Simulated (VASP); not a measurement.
# AlNi (Cmmm) in VASP: a series of runs

The runs below take AlNi through single point, with PBEsol.

Everything below comes from runs of VASP 6.6.1. Logs are shortened: lines on timing, memory, paths and dates and some standing lists are left out, and cuts for length are marked.

## Step 1: The cell of the first run

The structure is orthorhombic, space group Cmmm (No. 65). The conventional cell has a = 3.839 Å, b = 3.906 Å, c = 3.099 Å, α = 90.00°, β = 90.00°, γ = 90.00°. Within 3.3 Å of Al (site symmetry mmm) lie 8 Ni at 2.47 to 2.49 Å and 6 Al at 2.74 to 3.10 Å. Ni (site symmetry mmm) has 8 Al at 2.47 to 2.49 Å and 6 Ni at 2.74 to 3.10 Å within 3.3 Å.

## Step 2: Single point, PBEsol (strain -0.0100 x Voigt [1, 0, 0, 0, 0, 0])

File INCAR:

```
ALGO = Fast ; EDIFF = 1E-6
ENCUT = 520 ; GGA = PS
ISIF = 2 ; ISMEAR = 0
LASPH = True ; LCHARG = False
LREAL = False ; LWAVE = False
NBANDS = 14 ; NELM = 80
PREC = Accurate ; SIGMA = 0.15
```

File KPOINTS:

```
k-points
0
Gamma
  18 18 16
```

File POSCAR:

```
AlNi
1.0
    1.9193070600     -1.9531901500      0.0000000000
    1.9193070600      1.9531901500      0.0000000000
    0.0000000000      0.0000000000      3.0994300413
Al Ni
1 1
Direct
    0.0000000000      0.0000000000      0.0000000000
    0.5000000000      0.5000000000      0.5000000000
```

Potentials or basis: VASP PAW PBE potentials, release 64 (Al, Ni).

Command:

```sh
> cat potpaw_PBE.64/Al/POTCAR potpaw_PBE.64/Ni/POTCAR > POTCAR
> mpirun -np 1 vasp_std > vasp.out
```

OUTCAR:

```text
EDIFF = 1E-6
   ENCUT = 520
   GGA = PS
   ISIF = 2
   ISMEAR = 0
   LASPH = True
   LREAL = False
   NELM = 80
   PREC = Accurate

 ion  position               nearest neighbor table
   1  0.000  0.000  0.000-   2 2.47   2 2.47   2 2.47   2 2.47   2 2.49   2 2.49   2 2.49   2 2.49

   2  0.500  0.500  0.500-   1 2.47   1 2.47   1 2.47   1 2.47   1 2.49   1 2.49   1 2.49   1 2.49

  LATTYP: Found a base centered orthorhombic cell.
 ALAT       =     3.8386141200
 B/A-ratio  =     1.0176538141
 C/A-ratio  =     0.8074346481

  Lattice vectors:

 A1 = (   1.9193070600,  -1.9531901500,   0.0000000000)
 A2 = (   1.9193070600,   1.9531901500,   0.0000000000)
 A3 = (   0.0000000000,   0.0000000000,   3.0994300413)

Analysis of symmetry for initial positions (statically):
=====================================================================
 Subroutine PRICEL returns:
 Original cell was already a primitive cell.

 Routine SETGRP: Setting up the symmetry group for a
 base centered orthorhombic supercell.

 Subroutine GETGRP returns: Found  8 space group operations
 (whereof  8 operations were pure point group operations)
 out of a pool of  8 trial point group operations.

The static configuration has the point symmetry D_2h.

Analysis of symmetry for dynamics (positions and initial velocities):
=====================================================================
 Subroutine PRICEL returns:
 Original cell was already a primitive cell.

 Routine SETGRP: Setting up the symmetry group for a
 base centered orthorhombic supercell.

 Subroutine GETGRP returns: Found  8 space group operations
 (whereof  8 operations were pure point group operations)
 out of a pool of  8 trial point group operations.

The dynamic configuration has the point symmetry D_2h.

 Subroutine INISYM returns: Found  8 space group operations
 (whereof  8 operations are pure point group operations),
 and found     1 'primitive' translations

----------------------------------------------------------------------------------------

                                     Primitive cell

  volume of cell :      23.2381

  direct lattice vectors                    reciprocal lattice vectors
     1.919307060 -1.953190150  0.000000000     0.260510687 -0.255991461  0.000000000
     1.919307060  1.953190150  0.000000000     0.260510687  0.255991461  0.000000000
     0.000000000  0.000000000  3.099430041     0.000000000  0.000000000  0.322639965

[... 93 lines left out ...]
   PSTRESS=    0.0 pullay stress
   NELECT =      13.0000    total number of electrons
   NUPDOWN=      -1.0000    fix difference up-down
   EMIN   =  10.00;   EMAX   =-10.00  energy-range for DOS
   EFERMI =   0.00;   METHOD = LEGACY
   ISMEAR =     0;   SIGMA  =   0.15  broadening in eV -4-tet -1-fermi 0-gaus
   EFERMI_NEDOS =   21; number of points for ismear=-14 and -15
   IALGO  =     68    algorithm
   IMIX   =      4    mixing-type and parameters
     AMIX     =   0.40;   BMIX     =  1.00
     AMIX_MAG =   1.60;   BMIX_MAG =  1.00
  volume/ion in A,a.u.               =      11.62        78.41
  Fermi-wavevector in a.u.,A,eV,Ry     =   1.348929  2.549106 24.757280  1.819609
  Thomas-Fermi vector in A             =   2.476557
   LORBIT       =      0    0 simple, 1 ext, 2 COOP (PROOUT), +10 PAW based schemes
   GGA     = PS    functional components
   LHFCALC =     F    Hartree Fock is set to
   AEXX    =    0.0000 exact exchange contribution
   IVDW    =     0    specifies the selected vdW correction
   LEPSILON=     F    determine dielectric tensor
   LRPA    =     F    only Hartree local field effects (RPA)
 non-spin polarized calculation
 RMM-DIIS sequential band-by-band and
 Gauss-broadening in eV      SIGMA  =   0.15
  energy-cutoff  :      520.00
  volume of cell :       23.24
 maximum number of plane-waves:       638
   NGX = 11   NGY = 11   NGZ = 11

 number of electron      13.0000019 magnetization

 Free energy of the ion-electron system (eV)
  ---------------------------------------------------
  ext. energy  EPLUGINS =         0.00000000
  ---------------------------------------------------
  free energy    TOTEN  =       -11.54012861 eV

  energy without entropy =      -11.53017631  energy(sigma->0) =      -11.53515246

 E-fermi :  10.2848     XC(G=0): -12.3059

 val. band max:       10.2828535812   @ k =  -0.3889   0.1667   0.0625
 cond. band min:      10.2851276006   @ k =   0.3889   0.1111   0.2500
 fundamental gap:      0.0022740194
 Fermi energy:        10.2847864136

 k-point     1 :       0.0000    0.0000    0.0000
  band No.  band energies     occupation
      1      -1.0766      2.00000
      2       6.7913      2.00000
      3       6.9445      2.00000
      4       8.5780      2.00000
      5       8.6244      2.00000
      6       8.9180      2.00000
      7      13.1374      0.00000
      8      17.4144      0.00000
      9      17.4385      0.00000
     10      17.5148      0.00000
     11      18.9997      0.00000
     12      25.1192      0.00000
     13      30.7800      0.00000
     14      30.8000      0.00000
[... 377 lines left out ...]
      1      -0.0304      2.00000
      2       6.8633      2.00000
      3       7.0888      2.00000
      4       8.0511      2.00000
      5       8.5538      2.00000
      6       8.6142      2.00000
      7      12.4198      0.00000
      8      14.6055      0.00000
      9      17.3599      0.00000
     10      18.5033      0.00000
     11      22.5995      0.00000
     12      25.2675      0.00000
     13      27.3650      0.00000
     14      28.5297      0.00000

 [... further k-points ...]

------------------------ aborting loop because EDIFF is reached ----------------------------------------

  FORCE on cell =-STRESS in cart. coord.  units (eV):
  Direction    XX          YY          ZZ          XY          YZ          ZX
  --------------------------------------------------------------------------------------
  -------------------------------------------------------------------------------------
  Total        1.0019618      0.4443360     -0.2791327      0.0000000      0.0000000      0.0000000
  in kB       69.0813657     30.6352366    -19.2451165      0.0000000      0.0000000      0.0000000
  external PRESSURE =      26.8238286 kB  Pullay stress =       0.0000000 kB

 VOLUME and BASIS-vectors are now :
 -----------------------------------------------------------------------------
  energy-cutoff  :      520.00
  volume of cell :       23.24
      direct lattice vectors                 reciprocal lattice vectors
     1.919307060 -1.953190150  0.000000000     0.260510687 -0.255991461  0.000000000
     1.919307060  1.953190150  0.000000000     0.260510687  0.255991461  0.000000000
     0.000000000  0.000000000  3.099430041     0.000000000  0.000000000  0.322639965

 POSITION                                       TOTAL-FORCE (eV/Angst)
 -----------------------------------------------------------------------------------
      0.00000      0.00000      0.00000        -0.000000     -0.000000      0.000000
      1.91931      0.00000      1.54972         0.000000      0.000000      0.000000
 -----------------------------------------------------------------------------------
    total drift:                                0.000000      0.000000      0.000000

  FREE ENERGIE OF THE ION-ELECTRON SYSTEM (eV)
  ---------------------------------------------------
  free  energy   TOTEN  =       -11.5401286109 eV

  energy  without entropy=      -11.5301763072  energy(sigma->0) =      -11.53515246
```

stdout:

```text
POSCAR found type information on POSCAR AlNi
 POSCAR found :  2 types and       2 ions
 scaLAPACK will be used
 -----------------------------------------------------------------------------
|                                                                             |
|                                                                             |
|     You enforced a specific xc type in the INCAR file but a different       |
|     I HOPE YOU KNOW WHAT YOU ARE DOING!                                     |
|                                                                             |
 -----------------------------------------------------------------------------

 LDA part: xc-table for (Slater+PW92), standard interpolation
 POSCAR, INCAR and KPOINTS ok, starting setup
 FFT: planning ... GRIDC
 FFT: planning ... GRID_SOFT
 FFT: planning ... GRID
 WAVECAR not read
 entering main loop
WARNING in EDDRMM: call to ZHEGV failed, returncode =   8  4     14
WARNING in EDDRMM: call to ZHEGV failed, returncode =   8  4     14
WARNING in EDDRMM: call to ZHEGV failed, returncode =   6  3     14
```

Run time: 4.7 min. Hardware: 1 thread of Intel Xeon 8259CL, shared host; peak memory 0.36 GiB.

What came out:

* Free energy: -11.5401 eV
* Pressure: 2.7 GPa
* Band gap on the k mesh: zero (an odd number of electrons rules out a gap without spin polarisation)

Stress tensor (GPa, compression positive):
```
 6.91  0.00  0.00
 0.00  3.06  0.00
 0.00  0.00 -1.92
```

Caveat: the cell differs from its parent crystal (strain -0.0100 x Voigt [1, 0, 0, 0, 0, 0]); the PAW data sets were made with another functional, which shifts forces and pressure a little.

## Step 3: Single point, PBEsol (strain -0.0050 x Voigt [1, 0, 0, 0, 0, 0])

File INCAR:

```
PREC     = Accurate       # precision mode
ENCUT    = 520            # plane-wave cutoff, eV
EDIFF    = 1E-6           # SCF threshold, eV
ISMEAR   = 0              # smearing method
SIGMA    = 0.15           # smearing width, eV
LREAL    = False          # projectors in reciprocal space
LASPH    = True           # aspherical terms in the spheres
NELM     = 60             # most SCF steps
ALGO     = Fast           # electronic algorithm
ISIF     = 2              # what is computed and relaxed
LWAVE    = False          # write WAVECAR
LCHARG   = False          # write CHGCAR
GGA      = PS             # functional
NBANDS   = 14             # bands
```

File KPOINTS:

```
Automatic mesh
0
Gamma
  18 18 16
```

File POSCAR:

```
AlNi
1.0
    1.9290005300     -1.9531901500      0.0000000000
    1.9290005300      1.9531901500      0.0000000000
    0.0000000000      0.0000000000      3.0994300413
Al Ni
1 1
Direct
    0.0000000000      0.0000000000      0.0000000000
    0.5000000000      0.5000000000      0.5000000000
```

Potentials or basis: VASP PAW PBE potentials, release 64 (Al, Ni).

Command:

```sh
> cat potpaw_PBE.64/Al/POTCAR potpaw_PBE.64/Ni/POTCAR > POTCAR
> mpirun -np 1 vasp_std > vasp.out
```

OUTCAR:

```text
PREC = Accurate
   ENCUT = 520
   EDIFF = 1E-6
   ISMEAR = 0
   LREAL = False
   LASPH = True
   NELM = 60
   ISIF = 2
   GGA = PS

 ion  position               nearest neighbor table
   1  0.000  0.000  0.000-   2 2.47   2 2.47   2 2.47   2 2.47   2 2.49   2 2.49   2 2.49   2 2.49

   2  0.500  0.500  0.500-   1 2.47   1 2.47   1 2.47   1 2.47   1 2.49   1 2.49   1 2.49   1 2.49

  LATTYP: Found a base centered orthorhombic cell.
 ALAT       =     3.8580010600
 B/A-ratio  =     1.0125399758
 C/A-ratio  =     0.8033771876

  Lattice vectors:

 A1 = (   1.9290005300,  -1.9531901500,   0.0000000000)
 A2 = (   1.9290005300,   1.9531901500,   0.0000000000)
 A3 = (   0.0000000000,   0.0000000000,   3.0994300413)

Analysis of symmetry for initial positions (statically):
=====================================================================
 Subroutine PRICEL returns:
 Original cell was already a primitive cell.

 Routine SETGRP: Setting up the symmetry group for a
 base centered orthorhombic supercell.

 Subroutine GETGRP returns: Found  8 space group operations
 (whereof  8 operations were pure point group operations)
 out of a pool of  8 trial point group operations.

[... 178 lines left out ...]
      7      13.1094      0.00000
      8      17.2986      0.00000
      9      17.3708      0.00000
     10      17.3814      0.00000
     11      18.9043      0.00000
     12      24.9416      0.00000
     13      30.6670      0.00000
     14      30.6817      0.00000
[... 377 lines left out ...]
      1      -0.0632      2.00000
      2       6.8141      2.00000
      3       7.0446      2.00000
      4       8.0033      2.00000
      5       8.4948      2.00000
      6       8.5587      2.00000
      7      12.3208      0.00000
      8      14.5698      0.00000
      9      17.2505      0.00000
     10      18.4008      0.00000
     11      22.4985      0.00000
     12      25.1714      0.00000
     13      27.3049      0.00000
     14      28.4082      0.00000

 [... further k-points ...]

------------------------ aborting loop because EDIFF is reached ----------------------------------------

  FORCE on cell =-STRESS in cart. coord.  units (eV):
  Direction    XX          YY          ZZ          XY          YZ          ZX
  --------------------------------------------------------------------------------------
  -------------------------------------------------------------------------------------
  Total        0.7787502      0.3823572     -0.4007308      0.0000000      0.0000000      0.0000000
  in kB       53.4219911     26.2295712    -27.4899898      0.0000000      0.0000000      0.0000000
  external PRESSURE =      17.3871908 kB  Pullay stress =       0.0000000 kB

 VOLUME and BASIS-vectors are now :
 -----------------------------------------------------------------------------
  energy-cutoff  :      520.00
  volume of cell :       23.36
      direct lattice vectors                 reciprocal lattice vectors
     1.929000530 -1.953190150  0.000000000     0.259201588 -0.255991461  0.000000000
     1.929000530  1.953190150  0.000000000     0.259201588  0.255991461  0.000000000
     0.000000000  0.000000000  3.099430041     0.000000000  0.000000000  0.322639965

 POSITION                                       TOTAL-FORCE (eV/Angst)
 -----------------------------------------------------------------------------------
      0.00000      0.00000      0.00000         0.000000      0.000000      0.000000
      1.92900      0.00000      1.54972        -0.000000      0.000000      0.000000
 -----------------------------------------------------------------------------------
    total drift:                                0.000000      0.000000      0.000000

  FREE ENERGIE OF THE ION-ELECTRON SYSTEM (eV)
  ---------------------------------------------------
  free  energy   TOTEN  =       -11.5444364872 eV

  energy  without entropy=      -11.5345477666  energy(sigma->0) =      -11.53949213
```

stdout:

```text
POSCAR found type information on POSCAR AlNi
 POSCAR found :  2 types and       2 ions
 scaLAPACK will be used
 -----------------------------------------------------------------------------
|                                                                             |
|                                                                             |
|     You enforced a specific xc type in the INCAR file but a different       |
|     I HOPE YOU KNOW WHAT YOU ARE DOING!                                     |
|                                                                             |
 -----------------------------------------------------------------------------

 LDA part: xc-table for (Slater+PW92), standard interpolation
 POSCAR, INCAR and KPOINTS ok, starting setup
 FFT: planning ... GRIDC
 FFT: planning ... GRID_SOFT
 FFT: planning ... GRID
 WAVECAR not read
 entering main loop
WARNING in EDDRMM: call to ZHEGV failed, returncode =   8  4     14
WARNING in EDDRMM: call to ZHEGV failed, returncode =   8  4     13
```

It took 5 min on 1 thread of Intel Xeon 8259CL, shared host; peak memory 0.37 GiB.

What came out:

```yaml
Free_energy: -11.5444 eV
Pressure: 1.7 GPa
Band_gap_on_the_k_mesh: zero (an odd number of electrons rules out a gap without spin polarisation)
```

Stress tensor (GPa, compression positive):
```
 5.34  0.00  0.00
 0.00  2.62  0.00
 0.00  0.00 -2.75
```

Caveat: the cell differs from its parent crystal (strain -0.0050 x Voigt [1, 0, 0, 0, 0, 0]); the PAW data sets were made with another functional, which shifts forces and pressure a little.
